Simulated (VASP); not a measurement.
Mg:

```xyz
2
Lattice="0.0000 3.1150 3.1150 3.1150 0.0000 3.1150 3.1150 3.1150 0.0000" Properties=species:S:1:pos:R:3 pbc="T T T"
Mg    6.2300    6.2300    6.2300
Mg    1.5575    1.5575    1.5575
```

This isn't the form of Mg at room conditions, which is hcp.

- Program: VASP 6.6.1
- Task: relaxation of cell and atoms
- Functional: PBEsol
- Potentials or basis: VASP PAW PBE potentials, release 64 (Mg)
- Cutoff: 600 eV
- k mesh: 7 × 7 × 7
- Occupations: fermi-dirac, width 0.1 eV
- Spin: no spin polarisation

At the start: pressure 5.1 GPa; volume 30.23 Å³/atom.

Task: Where does the relaxation end?

Result: Over 5 steps the energy falls by 114.9 meV/atom and the volume is 39.20 Å³/atom (+29.7 %); space group Fd-3m (No. 227, to 0.1 Å) before and after.

The path:
| step | energy change (eV) | largest force (eV/Å) | pressure (GPa) | volume (Å³) |
| --- | --- | --- | --- | --- |
| 1 | 0.0000 | 0.0000 | 5.10 | 60.45 |
| 2 | -0.1823 | 0.0000 | 1.86 | 69.26 |
| 3 | -0.2273 | 0.0000 | 0.36 | 76.07 |
| 4 | -0.2297 | 0.0000 | 0.04 | 78.01 |
| 5 | -0.2297 | 0.0000 | -0.01 | 78.39 |

Final structure:
```
Mg
1.0
     0.00000    3.39689    3.39689
     3.39689    0.00000    3.39689
     3.39689    3.39689    0.00000
Mg
2
Direct
  0.00000 0.00000 0.00000
  0.25000 0.25000 0.25000
```

Caveat: the volume moved by over 15 % at a fixed basis, so the end points are rough; the PAW data sets were made with another functional, which shifts forces and pressure a little.
